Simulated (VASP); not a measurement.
# NaCl (I4/mmm) in VASP: notebook

Runs on NaCl. Level: PBE. Tasks: single point.

All numbers are computed with VASP 6.6.1; they aren't measurements. Logs are shortened: lines on timing, memory, paths and dates and some standing lists are left out, and cuts for length are marked.

### 1 The cell of the first run

Symmetry: I4/mmm, No. 139, tetragonal system. The conventional cell has a = 3.924 Å, b = 3.924 Å, c = 5.633 Å, α = 90.00°, β = 90.00°, γ = 90.00°. Na (site symmetry 4/mmm) has 6 Cl at 2.77 to 2.82 Å within 3.7 Å. Cl (site symmetry 4/mmm) has 6 Na at 2.77 to 2.82 Å within 3.7 Å.

### 2 Single point, PBE (epitaxial xy strain -1.0%)

File INCAR:

```
SYSTEM = NaCl
PREC = Accurate ; ENCUT = 520
EDIFF = 1E-6 ; ISMEAR = 0
SIGMA = 0.01 ; LREAL = .FALSE.
LASPH = .TRUE. ; NELM = 100
ALGO = Normal ; ISIF = 2
LWAVE = .FALSE. ; LCHARG = .TRUE.
GGA = PE ; LELF = .TRUE.
LVHAR = .TRUE. ; NBANDS = 14
```

File KPOINTS:

```
regular mesh
0
G
  4 4 4
  0 0 0
```

File POSCAR:

```
NaCl
1.0
    0.0000000000      2.7746718371      2.8167123195
    2.7746718371      0.0000000000      2.8167123195
    2.7746718371      2.7746718371      0.0000000000
Na Cl
1 1
Direct
    0.0000000000      0.0000000000      0.0000000000
    0.5000000000      0.5000000000      0.5000000000
```

Potentials or basis: VASP PAW PBE potentials, release 64 (Na_pv, Cl).

On the command line:

```
> cat potpaw_PBE.64/Na_pv/POTCAR potpaw_PBE.64/Cl/POTCAR > POTCAR
> mpirun -np 1 vasp_std > vasp.out
```

OUTCAR:

```text
SYSTEM = NaCl
   PREC = Accurate
   ENCUT = 520
   EDIFF = 1E-6
   ISMEAR = 0
   LREAL = .FALSE.
   LASPH = .TRUE.
   NELM = 100
   ISIF = 2
   GGA = PE

 ion  position               nearest neighbor table
   1  0.000  0.000  0.000-
   2  0.500  0.500  0.500-

  LATTYP: Found a body centered tetragonal cell.
 ALAT       =     3.9239785432
 C/A-ratio  =     1.4356410406

  Lattice vectors:

 A1 = (  -2.7746718371,   0.0000000000,   2.8167123195)
 A2 = (   2.7746718371,   0.0000000000,   2.8167123195)
 A3 = (   0.0000000000,   2.7746718371,  -2.8167123195)

Analysis of symmetry for initial positions (statically):
=====================================================================
 Subroutine PRICEL returns:
 Original cell was already a primitive cell.

 Routine SETGRP: Setting up the symmetry group for a
 body centered tetragonal supercell.

 Subroutine GETGRP returns: Found 16 space group operations
 (whereof 16 operations were pure point group operations)
 out of a pool of 16 trial point group operations.

The static configuration has the point symmetry D_4h.

Analysis of symmetry for dynamics (positions and initial velocities):
=====================================================================
 Subroutine PRICEL returns:
 Original cell was already a primitive cell.

 Routine SETGRP: Setting up the symmetry group for a
 body centered tetragonal supercell.

 Subroutine GETGRP returns: Found 16 space group operations
 (whereof 16 operations were pure point group operations)
 out of a pool of 16 trial point group operations.

The dynamic configuration has the point symmetry D_4h.

 Subroutine INISYM returns: Found 16 space group operations
 (whereof 16 operations are pure point group operations),
 and found     1 'primitive' translations

----------------------------------------------------------------------------------------

                                     Primitive cell

  volume of cell :      43.3706

  direct lattice vectors                    reciprocal lattice vectors
     0.000000000  2.774671837  2.816712320    -0.180201490  0.180201490  0.177511916
     2.774671837  0.000000000  2.816712320     0.180201490 -0.180201490  0.177511916
     2.774671837  2.774671837  0.000000000     0.180201490  0.180201490 -0.177511916

  length of vectors
     3.953817408  3.953817408  3.923978543     0.310573074  0.310573074  0.310573074

  position of ions in fractional coordinates (direct lattice)
     0.000000000  0.000000000  0.000000000
     0.500000000  0.500000000  0.500000000

  ion indices of the primitive-cell ions
   primitive index   ion index
                 1           1
                 2           2

----------------------------------------------------------------------------------------

 KPOINTS: regular mesh

Automatic generation of k-mesh.
 Grid dimensions read from file:
 generate k-points for:    4    4    4

 Generating k-lattice:

  Cartesian coordinates                     Fractional coordinates (reciprocal lattice)
    -0.045050373  0.045050373  0.044377979     0.250000000  0.000000000  0.000000000
     0.045050373 -0.045050373  0.044377979     0.000000000  0.250000000  0.000000000
     0.045050373  0.045050373 -0.044377979     0.000000000  0.000000000  0.250000000

  Length of vectors
     0.077643269  0.077643269  0.077643269

  Shift w.r.t. Gamma in fractional coordinates (k-lattice)
     0.000000000  0.000000000  0.000000000

 Subroutine IBZKPT returns following result:
 ===========================================

 Found     13 irreducible k-points:

 Following reciprocal coordinates:
            Coordinates               Weight
  0.000000  0.000000  0.000000      1.000000
  0.250000  0.000000  0.000000      8.000000
  0.500000  0.000000  0.000000      4.000000
  0.250000  0.250000  0.000000      2.000000
  0.500000  0.250000  0.000000      8.000000
 -0.250000  0.250000  0.000000      4.000000
  0.500000  0.500000  0.000000      1.000000
  0.250000  0.000000  0.250000      4.000000
  0.500000  0.000000  0.250000     16.000000
 -0.250000  0.000000  0.250000      8.000000
 -0.250000  0.500000  0.250000      4.000000
  0.500000  0.000000  0.500000      2.000000
 -0.250000  0.250000  0.500000      2.000000
   k-points           NKPTS =     13   k-points in BZ     NKDIM =     13   number of bands    NBANDS=     14
   number of dos      NEDOS =    301   number of ions     NIONS =      2
   total plane-waves  NPLWV =  27000
   dimension x,y,z NGX =    30 NGY =   30 NGZ =   30
   dimension x,y,z NGXF=    60 NGYF=   60 NGZF=   60
   ions per type =               1   1
   NGX,Y,Z   is equivalent  to a cutoff of  12.61, 12.61, 12.71 a.u.
   NGXF,Y,Z  is equivalent  to a cutoff of  25.23, 25.23, 25.42 a.u.
 SYSTEM =  NaCl
   PREC   = accura    normal or accurate (medium, high low for compatibility)
   ISTART =      0    job   : 0-new  1-cont  2-samecut
   ICHARG =      2    charge: 1-file 2-atom 10-const
   ISPIN  =      1    spin polarized calculation?
   LNONCOLLINEAR =      F non collinear calculations
   LSORBIT =      F    spin-orbit coupling
   LASPH  =      T    aspherical Exc in radial PAW
   ENCUT  =  520.0 eV  38.22 Ry    6.18 a.u.   7.35  7.35  7.30*2*pi/ulx,y,z
   NELM   =    100;   NELMIN=  2; NELMDL= -5     # of ELM steps
   EDIFF  = 0.1E-05   stopping-criterion for ELM
   LREAL  =      F    real-space projection
   EDIFFG = 0.1E-04   stopping-criterion for IOM
   NSW    =      0    number of steps for IOM
   IBRION =     -1    ionic relax: 0-MD 1-quasi-New 2-CG
   NFREE  =      0    steps in history (QN), initial steepest desc. (CG)
   ISIF   =      2    stress and relaxation
   ISYM   =      2    0-nonsym 1-usesym 2-fastsym
   POTIM  = 0.5000    time-step for ionic-motion
   TEBEG  =    0.0;   TEEND  =   0.0 temperature during run
   PSTRESS=    0.0 pullay stress
   NELECT =      14.0000    total number of electrons
   NUPDOWN=      -1.0000    fix difference up-down
   EMIN   =  10.00;   EMAX   =-10.00  energy-range for DOS
   EFERMI =   0.00;   METHOD = LEGACY
   ISMEAR =     0;   SIGMA  =   0.01  broadening in eV -4-tet -1-fermi 0-gaus
   EFERMI_NEDOS =   21; number of points for ismear=-14 and -15
   IALGO  =     38    algorithm
   IMIX   =      4    mixing-type and parameters
     AMIX     =   0.40;   BMIX     =  1.00
     AMIX_MAG =   1.60;   BMIX_MAG =  1.00
  volume/ion in A,a.u.               =      21.69       146.34
  Fermi-wavevector in a.u.,A,eV,Ry     =   1.123015  2.122191 17.159163  1.261163
  Thomas-Fermi vector in A             =   2.259679
   LORBIT       =      0    0 simple, 1 ext, 2 COOP (PROOUT), +10 PAW based schemes
   GGA     = PE    functional components
   LHFCALC =     F    Hartree Fock is set to
   AEXX    =    0.0000 exact exchange contribution
   IVDW    =     0    specifies the selected vdW correction
   LEPSILON=     F    determine dielectric tensor
   LRPA    =     F    only Hartree local field effects (RPA)
 non-spin polarized calculation
 Gauss-broadening in eV      SIGMA  =   0.01
  energy-cutoff  :      520.00
  volume of cell :       43.37
 maximum number of plane-waves:      1195
 NGX is ok and might be reduce to    30
   NGX = 15   NGY = 15   NGZ = 15

 number of electron      14.0000010 magnetization

 Free energy of the ion-electron system (eV)
  ---------------------------------------------------
  ext. energy  EPLUGINS =         0.00000000
  ---------------------------------------------------
  free energy    TOTEN  =        -6.76023105 eV

  energy without entropy =       -6.76023105  energy(sigma->0) =       -6.76023105

 E-fermi :  -0.4775     XC(G=0):  -8.3095

 val. band max:       -0.5239943223   @ k =   0.0000   0.0000   0.0000
 cond. band min:       4.7080446700   @ k =   0.0000   0.0000   0.0000
 fundamental gap:      5.2320389924
 Fermi energy:        -0.4774886694

 k-point     1 :       0.0000    0.0000    0.0000
  band No.  band energies     occupation
      1     -21.2910      2.00000
      2     -21.2889      2.00000
      3     -21.2889      2.00000
      4     -13.2674      2.00000
      5      -0.5342      2.00000
      6      -0.5342      2.00000
      7      -0.5240      2.00000
      8       4.7080      0.00000
      9      10.5457      0.00000
     10      10.6614      0.00000
     11      10.6614      0.00000
     12      12.7324      0.00000
     13      12.9201      0.00000
     14      14.4911      0.00000

 k-point     2 :       0.2500    0.0000    0.0000
  band No.  band energies     occupation
      1     -21.3069      2.00000
      2     -21.2917      2.00000
      3     -21.2899      2.00000
      4     -13.0868      2.00000
      5      -1.6848      2.00000
      6      -0.6803      2.00000
      7      -0.6730      2.00000
      8       6.1949      0.00000
      9       9.5657      0.00000
     10      10.8658      0.00000
     11      11.0039      0.00000
     12      12.7745      0.00000
     13      12.8360      0.00000
     14      15.3561      0.00000

 k-point     3 :       0.5000    0.0000    0.0000
  band No.  band energies     occupation
      1     -21.3238      2.00000
      2     -21.2931      2.00000
      3     -21.2909      2.00000
      4     -12.8944      2.00000
      5      -2.5578      2.00000
      6      -0.8235      2.00000
      7      -0.8035      2.00000
      8       6.8007      0.00000
      9      10.3703      0.00000
     10      10.4474      0.00000
     11      10.6009      0.00000
     12      14.6795      0.00000
     13      15.7304      0.00000
     14      15.8264      0.00000

 k-point     4 :       0.2500    0.2500    0.0000
  band No.  band energies     occupation
      1     -21.3048      2.00000
      2     -21.2933      2.00000
      3     -21.2933      2.00000
      4     -13.0512      2.00000
      5      -1.6417      2.00000
      6      -0.8550      2.00000
      7      -0.8550      2.00000
      8       6.7048      0.00000
      9       8.5968      0.00000
     10      10.3500      0.00000
     11      12.0913      0.00000
     12      12.0913      0.00000
     13      13.7156      0.00000
     14      18.4719      0.00000

 k-point     5 :       0.5000    0.2500    0.0000
  band No.  band energies     occupation
      1     -21.3146      2.00000
      2     -21.2997      2.00000
      3     -21.2944      2.00000
      4     -12.8758      2.00000
      5      -2.1776      2.00000
      6      -1.3480      2.00000
      7      -0.9769      2.00000
      8       7.7403      0.00000
      9       8.8861      0.00000
     10       9.6922      0.00000
     11      11.8794      0.00000
[... 89 lines left out ...]
 k-point    11 :      -0.2500    0.5000    0.2500
  band No.  band energies     occupation
      1     -21.3069      2.00000
      2     -21.3050      2.00000
      3     -21.3012      2.00000
      4     -12.8270      2.00000
      5      -1.7816      2.00000
      6      -1.7718      2.00000
      7      -1.3410      2.00000
      8       8.4526      0.00000
      9       9.2174      0.00000
     10       9.3138      0.00000
     11      11.0392      0.00000
     12      15.3986      0.00000
     13      15.5035      0.00000
     14      15.9296      0.00000

 k-point    12 :       0.5000    0.0000    0.5000
  band No.  band energies     occupation
      1     -21.3123      2.00000
      2     -21.3000      2.00000
      3     -21.2990      2.00000
      4     -12.8407      2.00000
      5      -2.2751      2.00000
      6      -1.1938      2.00000
      7      -1.1459      2.00000
      8       7.1009      0.00000
      9       7.4997      0.00000
     10      11.0788      0.00000
     11      14.4084      0.00000
     12      14.6237      0.00000
     13      14.8668      0.00000
     14      16.5237      0.00000

 k-point    13 :      -0.2500    0.2500    0.5000
  band No.  band energies     occupation
      1     -21.3056      2.00000
      2     -21.3056      2.00000
      3     -21.3022      2.00000
      4     -12.8234      2.00000
      5      -1.7948      2.00000
      6      -1.7948      2.00000
      7      -1.3020      2.00000
      8       8.4033      0.00000
      9       9.2500      0.00000
     10       9.2500      0.00000
     11      10.9179      0.00000
     12      15.4168      0.00000
     13      15.4168      0.00000
     14      16.1261      0.00000

------------------------ aborting loop because EDIFF is reached ----------------------------------------

  FORCE on cell =-STRESS in cart. coord.  units (eV):
  Direction    XX          YY          ZZ          XY          YZ          ZX
  --------------------------------------------------------------------------------------
  -------------------------------------------------------------------------------------
  Total        0.5397372      0.5397372      0.3377283      0.0000000     -0.0000000     -0.0000000
  in kB       19.9387148     19.9387148     12.4761982      0.0000000     -0.0000000     -0.0000000
  external PRESSURE =      17.4512092 kB  Pullay stress =       0.0000000 kB

 VOLUME and BASIS-vectors are now :
 -----------------------------------------------------------------------------
  energy-cutoff  :      520.00
  volume of cell :       43.37
      direct lattice vectors                 reciprocal lattice vectors
     0.000000000  2.774671837  2.816712320    -0.180201490  0.180201490  0.177511916
     2.774671837  0.000000000  2.816712320     0.180201490 -0.180201490  0.177511916
     2.774671837  2.774671837  0.000000000     0.180201490  0.180201490 -0.177511916

 POSITION                                       TOTAL-FORCE (eV/Angst)
 -----------------------------------------------------------------------------------
      0.00000      0.00000      0.00000         0.000000      0.000000     -0.000000
      2.77467      2.77467      2.81671         0.000000      0.000000      0.000000
 -----------------------------------------------------------------------------------
    total drift:                               -0.000000      0.000000      0.000000

  FREE ENERGIE OF THE ION-ELECTRON SYSTEM (eV)
  ---------------------------------------------------
  free  energy   TOTEN  =        -6.7602310538 eV

  energy  without entropy=       -6.7602310538  energy(sigma->0) =       -6.76023105
```

Run time: 4.2 s. Hardware: 1 thread of Intel Xeon 6975P-C (Granite Rapids), shared host; peak memory 0.15 GiB.

Results:

* Free energy: -6.7602 eV
* Pressure: 1.7 GPa
* Band gap on the k mesh: 5.23 eV, direct

Stress tensor (GPa, compression positive):
```
1.99 0.00 0.00
0.00 1.99 0.00
0.00 0.00 1.25
```

Caveat: the k points lie up to 0.49 Å⁻¹ apart; the cell differs from its parent crystal (epitaxial xy strain -1.0%).

### 3 Single point, PBE (epitaxial xy strain +1.0%)

File INCAR:

```
PREC = Accurate ; ENCUT = 520
EDIFF = 1E-6 ; ISMEAR = 0
SIGMA = 0.01 ; LREAL = F
LASPH = T ; NELM = 100
ALGO = Normal ; ISIF = 2
LWAVE = F ; LCHARG = F
GGA = PE ; NBANDS = 14
```

File KPOINTS:

```
regular mesh
0
Gamma
  4 4 4
```

File POSCAR:

```
NaCl
1.0
    0.0000000000      2.8307258136      2.7936053439
    2.8307258136      0.0000000000      2.7936053439
    2.8307258136      2.8307258136      0.0000000000
Na Cl
1 1
Direct
    0.0000000000      0.0000000000      0.0000000000
    0.5000000000      0.5000000000      0.5000000000
```

Potentials or basis: VASP PAW PBE potentials, release 64 (Na_pv, Cl).

On the command line:

```
> cat potpaw_PBE.64/Na_pv/POTCAR potpaw_PBE.64/Cl/POTCAR > POTCAR
> mpirun -np 1 vasp_std > vasp.out
```

OUTCAR:

```text
PREC = Accurate
   ENCUT = 520
   EDIFF = 1E-6
   ISMEAR = 0
   LREAL = F
   LASPH = T
   NELM = 100
   ISIF = 2
   GGA = PE

 ion  position               nearest neighbor table
   1  0.000  0.000  0.000-
   2  0.500  0.500  0.500-

  LATTYP: Found a body centered tetragonal cell.
 ALAT       =     4.0032508370
 C/A-ratio  =     1.3956683993

  Lattice vectors:

[... 392 lines left out ...]
     13      15.0324      0.00000
     14      15.4660      0.00000

------------------------ aborting loop because EDIFF is reached ----------------------------------------

  FORCE on cell =-STRESS in cart. coord.  units (eV):
  Direction    XX          YY          ZZ          XY          YZ          ZX
  --------------------------------------------------------------------------------------
  -------------------------------------------------------------------------------------
  Total        0.1710283      0.1710283      0.3324238      0.0000000      0.0000000      0.0000000
  in kB        6.1205127      6.1205127     11.8963045      0.0000000      0.0000000      0.0000000
  external PRESSURE =       8.0457766 kB  Pullay stress =       0.0000000 kB

 VOLUME and BASIS-vectors are now :
 -----------------------------------------------------------------------------
  energy-cutoff  :      520.00
  volume of cell :       44.77
      direct lattice vectors                 reciprocal lattice vectors
     0.000000000  2.830725814  2.793605344    -0.176633144  0.176633144  0.178980185
     2.830725814  0.000000000  2.793605344     0.176633144 -0.176633144  0.178980185
     2.830725814  2.830725814  0.000000000     0.176633144  0.176633144 -0.178980185

 POSITION                                       TOTAL-FORCE (eV/Angst)
 -----------------------------------------------------------------------------------
      0.00000      0.00000      0.00000         0.000000      0.000000     -0.000000
      2.83073      2.83073      2.79361         0.000000      0.000000      0.000000
 -----------------------------------------------------------------------------------
    total drift:                               -0.000000      0.000000      0.000000

  FREE ENERGIE OF THE ION-ELECTRON SYSTEM (eV)
  ---------------------------------------------------
  free  energy   TOTEN  =        -6.7718728520 eV

  energy  without entropy=       -6.7718728520  energy(sigma->0) =       -6.77187285
```

Wall time 3.9 s (1 thread of Intel Xeon 6975P-C (Granite Rapids), shared host); peak memory 0.16 GiB.

Results:

```yaml
Free_energy: -6.7719 eV
Pressure: 0.8 GPa
Band_gap_on_the_k_mesh: 5.11 eV, direct
```

Stress tensor (GPa, compression positive):
```
0.61 0.00 0.00
0.00 0.61 0.00
0.00 0.00 1.19
```

Caveat: the k points lie up to 0.48 Å⁻¹ apart; the cell differs from its parent crystal (epitaxial xy strain +1.0%).
